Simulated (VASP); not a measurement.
Re, 2 atoms in the cell. The typed cell holds 2 atoms: a = 2.761 Å, b = 2.761 Å, c = 4.458 Å, α = 90.00°, β = 90.00°, γ = 120.00°. 

| Item | Value |
| --- | --- |
| Program | VASP 6.6.1 |
| Task | relaxation of cell and atoms |
| Functional | LDA |
| Potentials or basis | VASP PAW LDA potentials, release 64 (Re) |
| Cutoff | 600 eV |
| k mesh | 9 × 9 × 5 |
| Occupations | fermi-dirac, width 0.05 eV |
| Spin | no spin polarisation |
| Dipole correction | no |
| Further INCAR settings | ALGO = Normal; EDIFF = 1e-06; IBRION = 2; EDIFFG = -0.01; NSW = 100; ISIF = 3 |

Potentials or basis: VASP PAW LDA potentials, release 64 (Re).

Command:

```console
$ cat potpaw_LDA.64/Re/POTCAR > POTCAR
$ mpirun -np 1 vasp_std > vasp.out
```

Hardware: 1 thread of Intel(R) Xeon(R) Platinum 8488C (Sapphire Rapids), on a shared host.

Task: Estimate the wall time of this run.

Result: Wall time 6.3 min on 1 thread of Intel(R) Xeon(R) Platinum 8488C (Sapphire Rapids), with other jobs on the host, peak memory 0.22 GiB. Counts: scf iterations 79, k points 203, ion steps 14.
